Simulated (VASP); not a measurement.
**TiGeSb: single point with LDA**

Crystal: TiGeSb.

```
Ti Ge Sb
1.0
     3.73482    0.00000    0.00000
     0.00000    3.73482    0.00000
     0.00000    0.00000    8.28607
Ti Ge Sb
2 2 2
Direct
  0.50000 0.00000 0.24875
  0.00000 0.50000 0.75125
  0.00000 0.00000 0.00000
  0.50000 0.50000 0.00000
  0.50000 0.00000 0.61556
  0.00000 0.50000 0.38444
```

```json
{"Program": "VASP 6.6.1", "Task": "single point", "Functional": "LDA", "Potentials or basis": "VASP PAW LDA potentials, release 64 (Ti_sv, Ge_d, Sb)", "Cutoff": "520 eV", "k mesh": "6 × 6 × 3", "Occupations": "fermi-dirac, width 0.05 eV", "Spin": "no spin polarisation", "Dipole correction": "no", "Further INCAR settings": "ALGO = Normal; EDIFF = 1e-07; NBANDS = 40"}
```

```yaml
Pressure: -7.4 GPa
Largest_force: 0.144 eV/Å
Band_gap_on_the_k_mesh: zero (band 31 reaches 9.21 eV, above the bottom of band 32 at 7.04 eV)
```

Forces on the atoms (eV/Å):
```
Ti   0.000  0.000 -0.144
Ti   0.000  0.000  0.144
Ge   0.000  0.000  0.000
Ge   0.000  0.000  0.000
Sb   0.000  0.000  0.108
Sb   0.000  0.000 -0.108
```

Levels at points of the mesh, in eV from the Fermi level:
| k point | band 27 | band 28 | band 29 | band 30 | band 31 | band 32 | band 33 | band 34 | band 35 | band 36 |
| --- | --- | --- | --- | --- | --- | --- | --- | --- | --- | --- |
| (0.00, 0.00, 0.00) | -1.33 | -1.33 | -1.05 | 0.29 | 0.46 | 0.46 | 0.65 | 1.13 | 1.17 | 1.38 |
| (0.50, 0.00, 0.00) | -1.01 | -1.01 | -0.98 | -0.98 | -0.08 | -0.08 | 1.59 | 1.59 | 2.01 | 2.01 |
| (0.50, 0.50, 0.00) | -2.24 | -2.24 | -2.06 | -2.06 | -1.26 | -1.26 | 1.77 | 1.77 | 2.00 | 2.00 |

Run time: 40 s on 1 thread of Intel(R) Xeon(R) 6975P-C (Granite Rapids) (shared host), peak memory 0.23 GiB.

Caveat: spin-orbit coupling is left out, which moves the levels of the heavy elements.
